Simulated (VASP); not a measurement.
# Te2Mo (P6_3/mmc) in VASP: a series of runs, part 2 of 3

VASP 6.6.1. Earlier steps stand in the parts before.

### Step 3. Single point, PBE (strain -0.050 along x and y, -0.050 along z)

Contents of INCAR:

```
PREC     = Accurate       # precision mode
ENCUT    = 520            # plane-wave cutoff, eV
EDIFF    = 1E-6           # SCF threshold, eV
ISMEAR   = 0              # smearing method
SIGMA    = 0.05           # smearing width, eV
LREAL    = False          # projectors in reciprocal space
LASPH    = True           # aspherical terms in the spheres
NELM     = 80             # most SCF steps
ALGO     = Normal         # electronic algorithm
ISIF     = 2              # what is computed and relaxed
LWAVE    = False          # write WAVECAR
LCHARG   = True           # write CHGCAR
GGA      = PE             # functional
LELF     = True           # ELF
LVHAR    = True         
NBANDS   = 35             # bands
```

Contents of KPOINTS:

```
regular mesh
0
Gamma
  12 12 2
```

Contents of POSCAR:

```
Te2Mo
1.0
    3.3792131114      0.0000000000      0.0000000000
   -1.6896065557      2.9264843993      0.0000000000
    0.0000000000      0.0000000000     14.4444827251
Te Mo
4 2
Direct
    0.3333333333      0.6666666667      0.6310943552
    0.6666666667      0.3333333333      0.1310943552
    0.3333333333      0.6666666667      0.8689056448
    0.6666666667      0.3333333333      0.3689056448
    0.3333333333      0.6666666667      0.2500000000
    0.6666666667      0.3333333333      0.7500000000
```

Potentials or basis: VASP PAW PBE potentials, release 64 (Te, Mo_sv).

Command:

```
> cat potpaw_PBE.64/Te/POTCAR potpaw_PBE.64/Mo_sv/POTCAR > POTCAR
> mpirun -np 1 vasp_std > vasp.out
```

OUTCAR:

```text
PREC = Accurate
   ENCUT = 520
   EDIFF = 1E-6
   ISMEAR = 0
   LREAL = False
   LASPH = True
   NELM = 80
   ISIF = 2
   GGA = PE

 ion  position               nearest neighbor table
   1  0.333  0.667  0.631-   6 2.60   6 2.60   6 2.60   3 3.44
   2  0.667  0.333  0.131-   5 2.60   5 2.60   5 2.60   4 3.44
   3  0.333  0.667  0.869-   6 2.60   6 2.60   6 2.60   1 3.44
   4  0.667  0.333  0.369-   5 2.60   5 2.60   5 2.60   2 3.44
   5  0.333  0.667  0.250-   2 2.60   4 2.60   2 2.60   4 2.60   2 2.60   4 2.60
   6  0.667  0.333  0.750-   1 2.60   3 2.60   1 2.60   3 2.60   1 2.60   3 2.60

  LATTYP: Found a hexagonal cell.
 ALAT       =     3.3792131114
 C/A-ratio  =     4.2745107364

  Lattice vectors:

 A1 = (   3.3792131114,   0.0000000000,   0.0000000000)
 A2 = (  -1.6896065557,   2.9264843993,   0.0000000000)
 A3 = (   0.0000000000,   0.0000000000,  14.4444827251)

Analysis of symmetry for initial positions (statically):
=====================================================================
 Subroutine PRICEL returns:
 Original cell was already a primitive cell.

 Routine SETGRP: Setting up the symmetry group for a
 hexagonal supercell.

 Subroutine GETGRP returns: Found 24 space group operations
 (whereof 12 operations were pure point group operations)
 out of a pool of 24 trial point group operations.

The static configuration has the point symmetry D_3d.
 The point group associated with its full space group is D_6h.

Analysis of symmetry for dynamics (positions and initial velocities):
=====================================================================
 Subroutine PRICEL returns:
 Original cell was already a primitive cell.

 Routine SETGRP: Setting up the symmetry group for a
 hexagonal supercell.

 Subroutine GETGRP returns: Found 24 space group operations
 (whereof 12 operations were pure point group operations)
 out of a pool of 24 trial point group operations.

The dynamic configuration has the point symmetry D_3d.
 The point group associated with its full space group is D_6h.

 Subroutine INISYM returns: Found 24 space group operations
 (whereof 12 operations are pure point group operations),
 and found     1 'primitive' translations

----------------------------------------------------------------------------------------

                                     Primitive cell

  volume of cell :     142.8446

  direct lattice vectors                    reciprocal lattice vectors
     3.379213111  0.000000000  0.000000000     0.295926882  0.170853465  0.000000000
    -1.689606556  2.926484399  0.000000000     0.000000000  0.341706930  0.000000000
     0.000000000  0.000000000 14.444482725     0.000000000  0.000000000  0.069230586

  length of vectors
     3.379213111  3.379213111 14.444482725     0.341706930  0.341706930  0.069230586

  position of ions in fractional coordinates (direct lattice)
     0.333333333  0.666666667  0.631094355
     0.666666667  0.333333333  0.131094355
     0.333333333  0.666666667  0.868905645
     0.666666667  0.333333333  0.368905645
     0.333333333  0.666666667  0.250000000
     0.666666667  0.333333333  0.750000000

  ion indices of the primitive-cell ions
   primitive index   ion index
                 1           1
                 2           2
                 3           3
                 4           4
                 5           5
                 6           6

[... 31 lines left out ...]
  0.250000  0.000000  0.000000      6.000000
  0.333333  0.000000  0.000000      6.000000
  0.416667  0.000000  0.000000      6.000000
[... 16 lines left out ...]
  0.250000  0.000000  0.500000      6.000000
  0.333333  0.000000  0.500000      6.000000
 [... further k-points ...]
   k-points           NKPTS =     38   k-points in BZ     NKDIM =     38   number of bands    NBANDS=     35
   number of dos      NEDOS =    301   number of ions     NIONS =      6
   total plane-waves  NPLWV =  84672
   dimension x,y,z NGX =    28 NGY =   28 NGZ =  108
   dimension x,y,z NGXF=    56 NGYF=   56 NGZF=  216
   ions per type =               4   2
   NGX,Y,Z   is equivalent  to a cutoff of  13.78, 13.78, 12.43 a.u.
   NGXF,Y,Z  is equivalent  to a cutoff of  27.55, 27.55, 24.86 a.u.
 SYSTEM =  unknown system
   PREC   = accura    normal or accurate (medium, high low for compatibility)
   ISTART =      0    job   : 0-new  1-cont  2-samecut
   ICHARG =      2    charge: 1-file 2-atom 10-const
   ISPIN  =      1    spin polarized calculation?
   LNONCOLLINEAR =      F non collinear calculations
   LSORBIT =      F    spin-orbit coupling
   LASPH  =      T    aspherical Exc in radial PAW
   ENCUT  =  520.0 eV  38.22 Ry    6.18 a.u.   6.28  6.28 26.86*2*pi/ulx,y,z
   NELM   =     80;   NELMIN=  2; NELMDL= -5     # of ELM steps
   EDIFF  = 0.1E-05   stopping-criterion for ELM
   LREAL  =      F    real-space projection
   EDIFFG = 0.1E-04   stopping-criterion for IOM
   NSW    =      0    number of steps for IOM
   IBRION =     -1    ionic relax: 0-MD 1-quasi-New 2-CG
   NFREE  =      0    steps in history (QN), initial steepest desc. (CG)
   ISIF   =      2    stress and relaxation
   ISYM   =      2    0-nonsym 1-usesym 2-fastsym
   POTIM  = 0.5000    time-step for ionic-motion
   TEBEG  =    0.0;   TEEND  =   0.0 temperature during run
   PSTRESS=    0.0 pullay stress
   NELECT =      52.0000    total number of electrons
   NUPDOWN=      -1.0000    fix difference up-down
   EMIN   =  10.00;   EMAX   =-10.00  energy-range for DOS
   EFERMI =   0.00;   METHOD = LEGACY
   ISMEAR =     0;   SIGMA  =   0.05  broadening in eV -4-tet -1-fermi 0-gaus
   EFERMI_NEDOS =   21; number of points for ismear=-14 and -15
   IALGO  =     38    algorithm
   IMIX   =      4    mixing-type and parameters
     AMIX     =   0.40;   BMIX     =  1.00
     AMIX_MAG =   1.60;   BMIX_MAG =  1.00
  volume/ion in A,a.u.               =      23.81       160.66
  Fermi-wavevector in a.u.,A,eV,Ry     =   1.168929  2.208955 18.590923  1.366394
  Thomas-Fermi vector in A             =   2.305409
   LORBIT       =      0    0 simple, 1 ext, 2 COOP (PROOUT), +10 PAW based schemes
   GGA     = PE    functional components
   LHFCALC =     F    Hartree Fock is set to
   AEXX    =    0.0000 exact exchange contribution
   IVDW    =     0    specifies the selected vdW correction
   LEPSILON=     F    determine dielectric tensor
   LRPA    =     F    only Hartree local field effects (RPA)
 non-spin polarized calculation
 Gauss-broadening in eV      SIGMA  =   0.05
  energy-cutoff  :      520.00
  volume of cell :      142.84
 maximum number of plane-waves:      3881
 NGX is ok and might be reduce to    28
   NGX = 13   NGY = 13   NGZ = 53

 number of electron      52.0000002 magnetization

 Free energy of the ion-electron system (eV)
  ---------------------------------------------------
  ext. energy  EPLUGINS =         0.00000000
  ---------------------------------------------------
  free energy    TOTEN  =       -34.86506914 eV

  energy without entropy =      -34.86506914  energy(sigma->0) =      -34.86506914

 E-fermi :   8.8386     XC(G=0): -10.5096

 val. band max:        8.5315272941   @ k =   0.3333   0.3333   0.0000
 cond. band min:       9.6667171090   @ k =   0.2500   0.1667   0.0000
 fundamental gap:      1.1351898149
 Fermi energy:         8.8385810366

 k-point     1 :       0.0000    0.0000    0.0000
  band No.  band energies     occupation
      1     -51.9015      2.00000
      2     -51.9015      2.00000
      3     -26.1960      2.00000
      4     -26.1960      2.00000
      5     -25.9718      2.00000
      6     -25.9718      2.00000
[... 901 lines left out ...]
     34      12.9563      0.00000
     35      14.4830      0.00000

 [... further k-points ...]

------------------------ aborting loop because EDIFF is reached ----------------------------------------

  FORCE on cell =-STRESS in cart. coord.  units (eV):
  Direction    XX          YY          ZZ          XY          YZ          ZX
  --------------------------------------------------------------------------------------
  -------------------------------------------------------------------------------------
  Total       15.5461394     15.5461394     18.9822724      0.0000000     -0.0000000     -0.0000000
  in kB      174.3690297    174.3690298    212.9094776      0.0000000     -0.0000000     -0.0000000
  external PRESSURE =     187.2158457 kB  Pullay stress =       0.0000000 kB

 VOLUME and BASIS-vectors are now :
 -----------------------------------------------------------------------------
  energy-cutoff  :      520.00
  volume of cell :      142.84
      direct lattice vectors                 reciprocal lattice vectors
     3.379213111  0.000000000  0.000000000     0.295926882  0.170853465  0.000000000
    -1.689606556  2.926484399  0.000000000     0.000000000  0.341706930  0.000000000
     0.000000000  0.000000000 14.444482725     0.000000000  0.000000000  0.069230586

 POSITION                                       TOTAL-FORCE (eV/Angst)
 -----------------------------------------------------------------------------------
     -0.00000      1.95099      9.11583        -0.000000      0.000000     -2.675463
      1.68961      0.97549      1.89359         0.000000     -0.000000     -2.675463
     -0.00000      1.95099     12.55089        -0.000000      0.000000      2.675463
      1.68961      0.97549      5.32865         0.000000     -0.000000      2.675463
     -0.00000      1.95099      3.61112        -0.000000      0.000000     -0.000000
      1.68961      0.97549     10.83336         0.000000     -0.000000     -0.000000
 -----------------------------------------------------------------------------------
    total drift:                               -0.000000      0.000000     -0.000000

  FREE ENERGIE OF THE ION-ELECTRON SYSTEM (eV)
  ---------------------------------------------------
  free  energy   TOTEN  =       -34.8650691353 eV

  energy  without entropy=      -34.8650691353  energy(sigma->0) =      -34.86506914
```

Run time: 6 min. Hardware: 1 thread of Intel Xeon 8259CL, shared host; peak memory 0.37 GiB.

Results:

```
Free energy            : -34.8651 eV
Pressure               : 18.7 GPa
Largest force          : 2.675 eV/Å
Band gap on the k mesh : 1.14 eV (least direct gap 1.28 eV)
```

Forces on the atoms (eV/Å):
```
Te   0.000  0.000 -2.675
Te   0.000  0.000 -2.675
Te   0.000  0.000  2.675
Te   0.000  0.000  2.675
Mo   0.000  0.000  0.000
Mo   0.000  0.000  0.000
```

Levels at points of the mesh, in eV from the valence-band top:
| k point | band 24 | band 25 | band 26 | band 27 | band 28 | band 29 |
| --- | --- | --- | --- | --- | --- | --- |
| (0.00, 0.00, 0.00) | -0.98 | -0.72 | -0.03 | 3.76 | 3.76 | 3.82 |
| (0.50, 0.00, 0.00) | -0.89 | -0.18 | -0.06 | 1.69 | 1.72 | 1.93 |
| (0.00, 0.00, 0.50) | -0.98 | -0.21 | -0.21 | 3.79 | 3.79 | 3.79 |
| (0.50, 0.00, 0.50) | -0.90 | -0.12 | -0.12 | 1.70 | 1.70 | 2.07 |

Caveat: the cell differs from its parent crystal (strain -0.050 along x and y, -0.050 along z); the cell stands under pressure; spin-orbit coupling is left out, which moves the levels of the heavy elements; this functional lacks dispersion, which binds layers or chains, so the pressure and a relaxed spacing across them are unreliable; forces of over 1 eV/Å act on the atoms, so gaps and moduli don't describe the material at rest.

(Part 2 of 3 ends here.)
